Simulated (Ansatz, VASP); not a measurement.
Al2O3: VASP beside Ansatz

INCAR

```
SYSTEM = Al2O3
ALGO     = Normal         ! electronic algorithm
EDIFF    = 1E-6           ! SCF threshold, eV
EDIFFG   = -0.002         ! ionic threshold
ENCUT    = 600            ! plane-wave cutoff, eV
GGA      = PE             ! functional
IBRION   = 2              ! ionic algorithm
ISIF     = 3              ! what is computed and relaxed
ISMEAR   = 0              ! smearing method
LASPH    = .TRUE.         ! aspherical terms in the spheres
LCHARG   = .FALSE.        ! write CHGCAR
LREAL    = .FALSE.        ! projectors in reciprocal space
LWAVE    = .FALSE.        ! write WAVECAR
NELM     = 80             ! most SCF steps
NSW      = 80             ! ionic steps
PREC     = Accurate       ! precision mode
SIGMA    = 0.01           ! smearing width, eV
```

Contents of KPOINTS:

```
k-points
0
G
  5 5 5
  0 0 0
```

The input POSCAR:

```
Al2O3
1.0
    2.3802500000      1.3742379782      4.3318666667
   -2.3802500000      1.3742379782      4.3318666667
    0.0000000000     -2.7484759565      4.3318666667
Al O
4 6
Direct
    0.3521600000      0.3521600000      0.3521600000
    0.1478400000      0.1478400000      0.1478400000
    0.6478400000      0.6478400000      0.6478400000
    0.8521600000      0.8521600000      0.8521600000
    0.5566800000      0.9433200000      0.2500000000
    0.2500000000      0.5566800000      0.9433200000
    0.9433200000      0.2500000000      0.5566800000
    0.4433200000      0.0566800000      0.7500000000
    0.7500000000      0.4433200000      0.0566800000
    0.0566800000      0.7500000000      0.4433200000
```

Input for Ansatz:

```yaml
crystal:
  lattice:
    - [2.38025, 1.3742379782, 4.3318666667]
    - [-2.38025, 1.3742379782, 4.3318666667]
    - [0.0, -2.7484759565, 4.3318666667]
  atoms:
    - { symbol: Al, position: [0.35216, 0.35216, 0.35216] }
    - { symbol: Al, position: [0.14784, 0.14784, 0.14784] }
    - { symbol: Al, position: [0.64784, 0.64784, 0.64784] }
    - { symbol: Al, position: [0.85216, 0.85216, 0.85216] }
    - { symbol: O, position: [0.55668, 0.94332, 0.25] }
    - { symbol: O, position: [0.25, 0.55668, 0.94332] }
    - { symbol: O, position: [0.94332, 0.25, 0.55668] }
    - { symbol: O, position: [0.44332, 0.05668, 0.75] }
    - { symbol: O, position: [0.75, 0.44332, 0.05668] }
    - { symbol: O, position: [0.05668, 0.75, 0.44332] }
scf:
  occupations: { method: fixed }
output:
  forces: true
  stress: true
hamiltonian:
  xc: pbe
kpoints:
  mp_grid: { grid: [5, 5, 5] }
relax:
  f_tol: 0.002
  cell: { stress_tol: 0.02 }
```

Alike in both runs: task relaxation of cell and atoms; functional PBE; k mesh 5 × 5 × 5; no spin polarisation.

|  | VASP | Ansatz |
| --- | --- | --- |
| version | VASP 6.6.1 | Ansatz 0.2.0 |
| potentials or method | VASP PAW PBE potentials, release 64 (Al, O) | scalar-relativistic, plane waves, PAW |
| plane-wave cutoff (eV) | 600 | 420 |
| occupations | gaussian, width 0.01 eV | fixed |
| valence electrons in the cell | 48 | 48 |

|  | VASP | Ansatz | Ansatz less VASP |
| --- | --- | --- | --- |
| relaxed volume (Å³/atom) | 8.74 | 8.76 | +0.017 |
| relaxed cell length with the largest relative difference (Å) | 5.177 | 5.181 | +0.0038 |
